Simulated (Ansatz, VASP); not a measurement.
**Two plane-wave programs on Ag**

```
Ag
1.0
     1.43362    0.82770    2.34273
    -1.43362    0.82770    2.34273
     0.00000   -1.65540    2.34273
Ag
1
Direct
  0.50000 0.50000 0.50000
```

Alike in both runs: functional PBEsol; k mesh 9 × 9 × 9; occupations gaussian, width 0.1 eV; no spin polarisation.

Ansatz relaxed the structure, and its values are those at the end. VASP's run is a single point on that final structure, the one shown.

|  | VASP | Ansatz |
| --- | --- | --- |
| version | VASP 6.6.1 | Ansatz 0.2.0 |
| potentials or method | VASP PAW PBE potentials, release 64 (Ag), cutoff 500 eV | scalar-relativistic, plane waves, PAW |
| valence electrons in the cell | 11 | 19 |

|  | VASP | Ansatz | Ansatz less VASP |
| --- | --- | --- | --- |
| gap on the k mesh at the Fermi level (eV) | none | none | - |
| pressure (GPa) | -0.5 | -0.3 | +0.19 |

VASP's potentials were made for PBE, not for PBEsol. A gap of «none» marks a metal or a gap that the smearing closes. VASP's potentials hold 11 valence electrons a cell and Ansatz's 19, so a difference there can come from the potentials and not from the codes.
